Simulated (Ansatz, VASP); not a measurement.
Two plane-wave programs on Ta2P3Au

```
Ta P Au
1.0
     5.23587    0.00000    0.00000
    -2.61793    4.53439    0.00000
     0.00000    0.00000    4.16855
Ta P Au
2 3 1
Direct
  0.33333 0.66667 0.00000
  0.66667 0.33333 0.00000
  0.50000 0.00000 0.50000
  0.50000 0.50000 0.50000
  0.00000 0.50000 0.50000
  0.00000 0.00000 0.00000
```

Change from the starting cell: species swapped into the DyB2Ru3 type (P6/mmm, No. 191).

Alike in both runs: functional PBE; k mesh 12 × 12 × 10; occupations gaussian, width 0.1 eV; no spin polarisation.

Ansatz relaxed the structure, and its values are those at the end. VASP's run is a single point on that final structure, the one shown.

|  | VASP | Ansatz |
| --- | --- | --- |
| version | VASP 6.6.1 | Ansatz 0.2.0 |
| potentials or method | VASP PAW PBE potentials, release 64 (Ta_pv, P, Au), cutoff 520 eV | scalar-relativistic, plane waves, PAW |
| valence electrons in the cell | 48 | 60 |

```tsv
	VASP	Ansatz	Ansatz less VASP
gap on the k mesh at the Fermi level (eV)	none	none	-
pressure (GPa)	0.0	0.0	-0.02
```

A gap of «none» marks a metal or a gap that the smearing closes. With one functional, cell and mesh, what is left measures potentials, basis and numerics. VASP's potentials hold 48 valence electrons a cell and Ansatz's 60, so a difference there can come from the potentials and not from the codes.

Spin-orbit coupling is off throughout.
